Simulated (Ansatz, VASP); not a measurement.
H: VASP beside Ansatz

```
H
1.0
     2.63660   -2.57974    0.00000
     2.63660    2.57974    0.00000
     0.00000    0.00000    4.14182
H
4
Direct
  0.95330 0.04670 0.06851
  0.45330 0.54670 0.43149
  0.54670 0.45330 0.56851
  0.04670 0.95330 0.93149
```

Change from the starting cell: strain +0.0050 x Voigt [1, 1, 0, 0, 0, 0], atoms carried along.

Alike in both runs: task single point; functional LDA; k mesh 6 × 6 × 6; occupations gaussian, width 0.05 eV; no spin polarisation.

|  | VASP | Ansatz |
| --- | --- | --- |
| version | VASP 6.6.1 | Ansatz 0.2.0 |
| potentials or method | VASP PAW LDA potentials, release 64 (H), cutoff 520 eV | scalar-relativistic, plane waves, PAW |
| valence electrons in the cell | 4 | 4 |

Ansatz gave:

```
gap on the k mesh at the Fermi level (eV)                     : 8.70
least direct gap on the mesh (eV)                             : 9.35
pressure (GPa)                                                : 0.6
traceless stress, the component that is largest in VASP (GPa) : -1.17
rms of the force components (eV/Å)                            : 0.494
```

Which values does VASP return?

gap on the k mesh at the Fermi level (eV): 8.69; least direct gap on the mesh (eV): 9.34; pressure (GPa): 0.5; traceless stress, the component that is largest in VASP (GPa): -1.17; rms of the force components (eV/Å): 0.499.

LDA's correlation is that of Perdew and Zunger in VASP and of Perdew and Wang (1992) in Ansatz. Atom by atom the forces differ by 0.006 eV/Å (rms over components).
